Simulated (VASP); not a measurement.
Input of a VASP 6.6.1 run:

File INCAR:

```
SYSTEM = SnC3
ALGO = Normal
EDIFF = 1E-6
ENCUT = 520
GGA = PE
GGA_COMPAT = .False.
ISIF = 2
ISMEAR = -1
LASPH = .True.
LCHARG = .False.
LORBIT = 11
LORBMOM = .True.
LREAL = .False.
LSORBIT = .True.
LWAVE = .False.
MAGMOM = 0 0 0 0 0 0 0 0 0 0 0 0
NBANDS = 40
NELM = 150
PREC = Accurate
SIGMA = 0.02
```

The input KPOINTS:

```
k-points
0
Gamma
  8 8 6
  0 0 0
```

File POSCAR:

```
SnC3
1.0
    2.9788882397      0.0000000000      0.0000000000
    0.0000000000      2.9788882397      0.0000000000
    0.0000000000      0.0000000000      4.6435166652
C Sn
3 1
Direct
    0.5000000000      0.0000000000      0.8203632751
    0.5000000000      0.5000000000      0.0000000000
    0.0000000000      0.5000000000      0.1796367249
    0.0000000000      0.0000000000      0.5000000000
```

Potentials or basis: VASP PAW PBE potentials, release 64 (C, Sn_d).

Run with:

```bash
$ cat potpaw_PBE.64/C/POTCAR potpaw_PBE.64/Sn_d/POTCAR > POTCAR
$ mpirun -np 1 vasp_ncl > vasp.out
```

Question: Predict the net moment.

Answer: 0.00 μB per cell.

Question: Predict the pressure.

Answer: 2.6 GPa.

Question: Estimate the largest force.

Answer: 0.333 eV/Å.

Moments on the atoms (μB; x, y, z):
```
C   0.00 0.00 0.00
C   0.00 0.00 0.00
C   0.00 0.00 0.00
Sn  0.00 0.00 0.00
```
